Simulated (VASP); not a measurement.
# PtSe2 (P-3m1) in VASP: a series of runs

Runs on PtSe2. Level: PBEsol. Tasks: single point.

Everything below comes from runs of VASP 6.6.1. Logs are shortened: lines on timing, memory, paths and dates and some standing lists are left out, and cuts for length are marked.

**1. The cell of the first run**

The structure is trigonal, space group P-3m1 (No. 164). Conventional cell: a = 3.426 Å, b = 3.426 Å, c = 5.062 Å, α = 90.00°, β = 90.00°, γ = 120.00°. Within 3.1 Å of Pt (site symmetry -3m) lie 6 Se at 2.35 Å. Within 3.1 Å of Se (site symmetry 3m) lie 3 Pt at 2.35 Å.

**2. Single point, PBEsol (strain -0.080 along x and y, +0.000 along z)**

Input file INCAR:

```
SYSTEM = PtSe2
PREC = Accurate
ENCUT = 520
EDIFF = 1E-7
ISMEAR = 0
SIGMA = 0.15
LREAL = .False.
LASPH = .True.
NELM = 80
ALGO = Normal
ISIF = 2
LWAVE = .False.
LCHARG = .True.
GGA = PS
LELF = .True.
LVHAR = .True.
NBANDS = 18
```

Input file KPOINTS:

```
Automatic mesh
0
Gamma
  12 12 10
  0 0 0
```

Input file POSCAR:

```
PtSe2
1.0
    3.4260805562      0.0000000000      0.0000000000
   -1.7130402781      2.9670727971      0.0000000000
    0.0000000000      0.0000000000      5.0620000000
Pt Se
1 2
Direct
    0.0000000000      0.0000000000      0.0000000000
    0.3333333333      0.6666666667      0.2500000000
    0.6666666667      0.3333333333      0.7500000000
```

Potentials or basis: VASP PAW PBE potentials, release 64 (Pt, Se).

Run with:

```console
$ cat potpaw_PBE.64/Pt/POTCAR potpaw_PBE.64/Se/POTCAR > POTCAR
$ mpirun -np 1 vasp_std > vasp.out
```

OUTCAR:

```text
SYSTEM = PtSe2
   PREC = Accurate
   ENCUT = 520
   EDIFF = 1E-7
   ISMEAR = 0
   LREAL = .False.
   LASPH = .True.
   NELM = 80
   ISIF = 2
   GGA = PS

 ion  position               nearest neighbor table
   1  0.000  0.000  0.000-   2 2.35   3 2.35   3 2.35   2 2.35   3 2.35   2 2.35
   2  0.333  0.667  0.250-   1 2.35   1 2.35   1 2.35
   3  0.667  0.333  0.750-   1 2.35   1 2.35   1 2.35

  LATTYP: Found a hexagonal cell.
 ALAT       =     3.4260805562
 C/A-ratio  =     1.4774900698

  Lattice vectors:

 A1 = (   3.4260805562,   0.0000000000,   0.0000000000)
 A2 = (  -1.7130402781,   2.9670727971,   0.0000000000)
 A3 = (   0.0000000000,   0.0000000000,   5.0620000000)

Analysis of symmetry for initial positions (statically):
=====================================================================
 Subroutine PRICEL returns:
 Original cell was already a primitive cell.

 Routine SETGRP: Setting up the symmetry group for a
 hexagonal supercell.

 Subroutine GETGRP returns: Found 12 space group operations
 (whereof 12 operations were pure point group operations)
 out of a pool of 24 trial point group operations.

The static configuration has the point symmetry D_3d.

Analysis of symmetry for dynamics (positions and initial velocities):
=====================================================================
 Subroutine PRICEL returns:
 Original cell was already a primitive cell.

 Routine SETGRP: Setting up the symmetry group for a
 hexagonal supercell.

 Subroutine GETGRP returns: Found 12 space group operations
 (whereof 12 operations were pure point group operations)
 out of a pool of 24 trial point group operations.

The dynamic configuration has the point symmetry D_3d.

 Subroutine INISYM returns: Found 12 space group operations
 (whereof 12 operations are pure point group operations),
 and found     1 'primitive' translations

----------------------------------------------------------------------------------------

                                     Primitive cell

  volume of cell :      51.4574

  direct lattice vectors                    reciprocal lattice vectors
     3.426080556  0.000000000  0.000000000     0.291878718  0.168516256  0.000000000
    -1.713040278  2.967072797  0.000000000     0.000000000  0.337032513  0.000000000
     0.000000000  0.000000000  5.062000000     0.000000000  0.000000000  0.197550375

  length of vectors
     3.426080556  3.426080556  5.062000000     0.337032513  0.337032513  0.197550375

  position of ions in fractional coordinates (direct lattice)
     0.000000000  0.000000000  0.000000000
     0.333333333  0.666666667  0.250000000
     0.666666667  0.333333333  0.750000000

  ion indices of the primitive-cell ions
   primitive index   ion index
                 1           1
                 2           2
                 3           3

----------------------------------------------------------------------------------------

 KPOINTS: Automatic mesh

Automatic generation of k-mesh.
 Grid dimensions read from file:
 generate k-points for:   12   12   10

 Generating k-lattice:

  Cartesian coordinates                     Fractional coordinates (reciprocal lattice)
     0.024323226  0.014043021  0.000000000     0.083333333  0.000000000  0.000000000
     0.000000000  0.028086043  0.000000000     0.000000000  0.083333333  0.000000000
     0.000000000  0.000000000  0.019755038     0.000000000  0.000000000  0.100000000

  Length of vectors
     0.028086043  0.028086043  0.019755038

  Shift w.r.t. Gamma in fractional coordinates (k-lattice)
     0.000000000  0.000000000  0.000000000

 Subroutine IBZKPT returns following result:
 ===========================================

 Found    162 irreducible k-points:

 Following reciprocal coordinates:
            Coordinates               Weight
  0.000000  0.000000  0.000000      1.000000
  0.083333  0.000000  0.000000      6.000000
  0.166667  0.000000  0.000000      6.000000
  0.250000  0.000000  0.000000      6.000000
  0.333333  0.000000  0.000000      6.000000
  0.416667  0.000000  0.000000      6.000000
[... 16 lines left out ...]
  0.166667  0.000000  0.100000      6.000000
  0.000000  0.166667  0.100000      6.000000
 [... further k-points ...]
   k-points           NKPTS =    162   k-points in BZ     NKDIM =    162   number of bands    NBANDS=     18
   number of dos      NEDOS =    301   number of ions     NIONS =      3
   total plane-waves  NPLWV =  31360
   dimension x,y,z NGX =    28 NGY =   28 NGZ =   40
   dimension x,y,z NGXF=    56 NGYF=   56 NGZF=   80
   ions per type =               1   2
   NGX,Y,Z   is equivalent  to a cutoff of  13.59, 13.59, 13.14 a.u.
   NGXF,Y,Z  is equivalent  to a cutoff of  27.17, 27.17, 26.27 a.u.
 SYSTEM =  PtSe2
   PREC   = accura    normal or accurate (medium, high low for compatibility)
   ISTART =      0    job   : 0-new  1-cont  2-samecut
   ICHARG =      2    charge: 1-file 2-atom 10-const
   ISPIN  =      1    spin polarized calculation?
   LNONCOLLINEAR =      F non collinear calculations
   LSORBIT =      F    spin-orbit coupling
   LASPH  =      T    aspherical Exc in radial PAW
   ENCUT  =  520.0 eV  38.22 Ry    6.18 a.u.   6.37  6.37  9.41*2*pi/ulx,y,z
   NELM   =     80;   NELMIN=  2; NELMDL= -5     # of ELM steps
   EDIFF  = 0.1E-06   stopping-criterion for ELM
   LREAL  =      F    real-space projection
   EDIFFG = 0.1E-05   stopping-criterion for IOM
   NSW    =      0    number of steps for IOM
   IBRION =     -1    ionic relax: 0-MD 1-quasi-New 2-CG
   NFREE  =      0    steps in history (QN), initial steepest desc. (CG)
   ISIF   =      2    stress and relaxation
   ISYM   =      2    0-nonsym 1-usesym 2-fastsym
   POTIM  = 0.5000    time-step for ionic-motion
   TEBEG  =    0.0;   TEEND  =   0.0 temperature during run
   PSTRESS=    0.0 pullay stress
   NELECT =      22.0000    total number of electrons
   NUPDOWN=      -1.0000    fix difference up-down
   EMIN   =  10.00;   EMAX   =-10.00  energy-range for DOS
   EFERMI =   0.00;   METHOD = LEGACY
   ISMEAR =     0;   SIGMA  =   0.15  broadening in eV -4-tet -1-fermi 0-gaus
   EFERMI_NEDOS =   21; number of points for ismear=-14 and -15
   IALGO  =     38    algorithm
   IMIX   =      4    mixing-type and parameters
     AMIX     =   0.40;   BMIX     =  1.00
     AMIX_MAG =   1.60;   BMIX_MAG =  1.00
  volume/ion in A,a.u.               =      17.15       115.75
  Fermi-wavevector in a.u.,A,eV,Ry     =   1.233293  2.330587 20.694634  1.521013
  Thomas-Fermi vector in A             =   2.368029
   LORBIT       =      0    0 simple, 1 ext, 2 COOP (PROOUT), +10 PAW based schemes
   GGA     = PS    functional components
   LHFCALC =     F    Hartree Fock is set to
   AEXX    =    0.0000 exact exchange contribution
   IVDW    =     0    specifies the selected vdW correction
   LEPSILON=     F    determine dielectric tensor
   LRPA    =     F    only Hartree local field effects (RPA)
 non-spin polarized calculation
 Gauss-broadening in eV      SIGMA  =   0.15
  energy-cutoff  :      520.00
  volume of cell :       51.46
 maximum number of plane-waves:      1408
 NGX is ok and might be reduce to    28
   NGX = 13   NGY = 13   NGZ = 19

 number of electron      21.9999998 magnetization

 Free energy of the ion-electron system (eV)
  ---------------------------------------------------
  ext. energy  EPLUGINS =         0.00000000
  ---------------------------------------------------
  free energy    TOTEN  =       -14.61324350 eV

  energy without entropy =      -14.60744465  energy(sigma->0) =      -14.61034407

 E-fermi :   8.8942     XC(G=0): -11.5993

 val. band max:        8.8824140312   @ k =   0.3333   0.3333   0.0000
 cond. band min:       8.9163539885   @ k =  -0.2500  -0.4167   0.1000
 fundamental gap:      0.0339399573
 Fermi energy:         8.8942113585

 k-point     1 :       0.0000    0.0000    0.0000
  band No.  band energies     occupation
      1      -8.5528      2.00000
      2      -5.0102      2.00000
      3      -0.1733      2.00000
      4       0.9862      2.00000
      5       0.9862      2.00000
      6       3.6884      2.00000
[... 10 lines left out ...]
     17      16.3757      0.00000
     18      21.1609      0.00000

 k-point     2 :       0.0833    0.0000    0.0000
  band No.  band energies     occupation
      1      -8.4430      2.00000
      2      -5.0520      2.00000
      3      -0.0554      2.00000
      4       1.0210      2.00000
      5       1.0515      2.00000
      6       3.5652      2.00000
[... 10 lines left out ...]
     17      16.7590      0.00000
     18      20.0238      0.00000

 k-point     3 :       0.1667    0.0000    0.0000
  band No.  band energies     occupation
      1      -8.1233      2.00000
      2      -5.1663      2.00000
      3       0.2817      2.00000
      4       1.1325      2.00000
      5       1.2251      2.00000
      6       3.1528      2.00000
[... 10 lines left out ...]
     17      17.6718      0.00000
     18      17.9930      0.00000

 k-point     4 :       0.2500    0.0000    0.0000
  band No.  band energies     occupation
      1      -7.6269      2.00000
      2      -5.3244      2.00000
      3       0.7426      2.00000
      4       1.3265      2.00000
      5       1.4331      2.00000
      6       2.4420      2.00000
[... 10 lines left out ...]
     17      17.4775      0.00000
     18      17.7832      0.00000

 k-point     5 :       0.3333    0.0000    0.0000
  band No.  band energies     occupation
      1      -7.0224      2.00000
      2      -5.4947      2.00000
      3       0.7291      2.00000
      4       1.5256      2.00000
      5       1.5694      2.00000
      6       2.2668      2.00000
[... 10 lines left out ...]
     17      16.9955      0.00000
     18      18.9676      0.00000

 k-point     6 :       0.4167    0.0000    0.0000
  band No.  band energies     occupation
      1      -6.4374      2.00000
      2      -5.6646      2.00000
      3       0.0315      2.00000
      4       1.6059      2.00000
      5       1.8391      2.00000
      6       2.9424      2.00000
[... 10 lines left out ...]
     17      16.4214      0.00000
     18      20.2412      0.00000

 k-point     7 :       0.5000    0.0000    0.0000
  band No.  band energies     occupation
      1      -6.1149      2.00000
      2      -5.8029      2.00000
      3      -0.2962      2.00000
      4       1.6063      2.00000
      5       2.0107      2.00000
      6       3.3144      2.00000
[... 10 lines left out ...]
     17      16.2197      0.00000
     18      20.5239      0.00000

 k-point     8 :       0.0833    0.0833    0.0000
  band No.  band energies     occupation
      1      -8.2281      2.00000
      2      -5.1298      2.00000
      3       0.1736      2.00000
      4       1.0895      2.00000
      5       1.1726      2.00000
      6       3.3880      2.00000
[... 10 lines left out ...]
     17      17.5245      0.00000
     18      18.5219      0.00000
[... 229 lines left out ...]
     17      18.2503      0.00000
     18      20.1821      0.00000

 k-point    20 :       0.0000    0.0000    0.1000
  band No.  band energies     occupation
      1      -8.5145      2.00000
      2      -5.1372      2.00000
      3       0.0007      2.00000
      4       0.9895      2.00000
      5       0.9895      2.00000
      6       3.6858      2.00000
[... 10 lines left out ...]
     17      16.3780      0.00000
     18      20.4226      0.00000

 k-point    21 :       0.0833    0.0000    0.1000
  band No.  band energies     occupation
      1      -8.4045      2.00000
      2      -5.1714      2.00000
      3       0.0967      2.00000
      4       1.0244      2.00000
      5       1.0631      2.00000
      6       3.5702      2.00000
[... 10 lines left out ...]
     17      16.5569      0.00000
     18      19.4095      0.00000

 k-point    22 :       0.0000    0.0833    0.1000
  band No.  band energies     occupation
      1      -8.4053      2.00000
      2      -5.1675      2.00000
      3       0.0801      2.00000
      4       1.0458      2.00000
      5       1.0522      2.00000
      6       3.5512      2.00000
[... 10 lines left out ...]
     17      16.9662      0.00000
     18      19.2277      0.00000

 k-point    23 :       0.1667    0.0000    0.1000
  band No.  band energies     occupation
      1      -8.0827      2.00000
      2      -5.2737      2.00000
      3       0.4061      2.00000
      4       1.1281      2.00000
      5       1.2449      2.00000
      6       3.1872      2.00000
[... 10 lines left out ...]
     17      17.3184      0.00000
     18      18.1069      0.00000

 k-point    24 :       0.0000    0.1667    0.1000
  band No.  band energies     occupation
      1      -8.0897      2.00000
      2      -5.2457      2.00000
      3       0.2729      2.00000
      4       1.2081      2.00000
      5       1.2618      2.00000
      6       3.0920      2.00000
[... 10 lines left out ...]
     17      17.7400      0.00000
     18      18.0661      0.00000

 [... further k-points ...]
[... 5 lines left out ...]
  --------------------------------------------------------------------------------------
  -------------------------------------------------------------------------------------
  Total       15.1980370     15.1980370      9.4763231      0.0000000      0.0000000      0.0000000
  in kB      473.2059167    473.2059167    295.0546947      0.0000000      0.0000000      0.0000000
  external PRESSURE =     413.8221760 kB  Pullay stress =       0.0000000 kB

 VOLUME and BASIS-vectors are now :
 -----------------------------------------------------------------------------
  energy-cutoff  :      520.00
  volume of cell :       51.46
      direct lattice vectors                 reciprocal lattice vectors
     3.426080556  0.000000000  0.000000000     0.291878718  0.168516256  0.000000000
    -1.713040278  2.967072797  0.000000000     0.000000000  0.337032513  0.000000000
     0.000000000  0.000000000  5.062000000     0.000000000  0.000000000  0.197550375

 POSITION                                       TOTAL-FORCE (eV/Angst)
 -----------------------------------------------------------------------------------
      0.00000      0.00000      0.00000        -0.000000      0.000000      0.000000
     -0.00000      1.97805      1.26550        -0.000000      0.000000      3.158350
      1.71304      0.98902      3.79650         0.000000      0.000000     -3.158350
 -----------------------------------------------------------------------------------
    total drift:                               -0.000000     -0.000000     -0.000000

  FREE ENERGIE OF THE ION-ELECTRON SYSTEM (eV)
  ---------------------------------------------------
  free  energy   TOTEN  =       -14.6132434958 eV

  energy  without entropy=      -14.6074446472  energy(sigma->0) =      -14.61034407
```

It took 57 s on 1 thread of Intel Xeon 6975P-C (Granite Rapids), shared host; peak memory 0.29 GiB.

What came out:

| Item | Value |
| --- | --- |
| Free energy | -14.6132 eV |
| Pressure | 41.4 GPa |
| Largest force | 3.158 eV/Å |
| Band gap on the k mesh | zero (band 11 reaches 9.01 eV, above the bottom of band 12 at 8.88 eV) |

Forces in eV/Å, atoms in the order of the input:
```
Pt   0.000  0.000  0.000
Se   0.000  0.000  3.158
Se   0.000  0.000 -3.158
```

Stress tensor (GPa, compression positive):
```
47.32  0.00  0.00
 0.00 47.32  0.00
 0.00  0.00 29.51
```

Caveat: the cell differs from its parent crystal (strain -0.080 along x and y, +0.000 along z); the PAW data sets were made with another functional, which shifts forces and pressure a little; spin-orbit coupling is left out, which moves the levels of the heavy elements.

**3. Single point, PBEsol (strain -0.040 along x and y, -0.080 along z)**

Input file INCAR:

```
PREC = Accurate
ENCUT = 520
EDIFF = 1E-6
ISMEAR = 0
SIGMA = 0.15
LREAL = False
LASPH = True
NELM = 80
ALGO = Normal
ISIF = 2
LWAVE = False
LCHARG = False
GGA = PS
NBANDS = 18
```

Input file KPOINTS:

```
Automatic mesh
0
Gamma
  12 12 10
```

Input file POSCAR:

```
PtSe2
1.0
    3.5750405804      0.0000000000      0.0000000000
   -1.7875202902      3.0960759622      0.0000000000
    0.0000000000      0.0000000000      4.6570400000
Pt Se
1 2
Direct
    0.0000000000      0.0000000000      0.0000000000
    0.3333333333      0.6666666667      0.2500000000
    0.6666666667      0.3333333333      0.7500000000
```

Potentials or basis: VASP PAW PBE potentials, release 64 (Pt, Se).

Run with:

```console
$ cat potpaw_PBE.64/Pt/POTCAR potpaw_PBE.64/Se/POTCAR > POTCAR
$ mpirun -np 1 vasp_std > vasp.out
```

It took 45 s on 1 thread of Intel Xeon 6975P-C (Granite Rapids), shared host; peak memory 0.28 GiB.

The run converged. Its results:

| Property | Result |
| --- | --- |
| Free energy | -15.0433 eV |
| Pressure | 33.4 GPa |
| Largest force | 3.013 eV/Å |
| Band gap on the k mesh | zero (band 11 reaches 9.35 eV, above the bottom of band 12 at 8.92 eV) |

Forces on the atoms (eV/Å):
```
Pt   0.000  0.000  0.000
Se   0.000  0.000  3.013
Se   0.000  0.000 -3.013
```

Stress tensor (GPa, compression positive):
```
37.28  0.00  0.00
 0.00 37.28  0.00
 0.00  0.00 25.53
```

Levels at points of the mesh, in eV from the Fermi level:
```tsv
k point	band 8	band 9	band 10	band 11	band 12	band 13	band 14	band 15
(0.00, 0.00, 0.00)	-3.03	-1.43	-1.43	0.43	1.52	1.52	2.87	5.21
(0.50, 0.00, 0.00)	-4.62	-4.53	-4.42	-3.39	0.65	3.00	4.98	5.85
(0.00, 0.00, 0.50)	-3.61	-2.03	-2.03	-1.57	2.85	2.85	4.57	6.30
(0.50, 0.00, 0.50)	-4.46	-3.97	-3.72	-1.52	0.93	1.90	4.26	5.33
```

Caveat: the cell differs from its parent crystal (strain -0.040 along x and y, -0.080 along z); the PAW data sets were made with another functional, which shifts forces and pressure a little; spin-orbit coupling is left out, which moves the levels of the heavy elements.

[end of part 1 of 2]
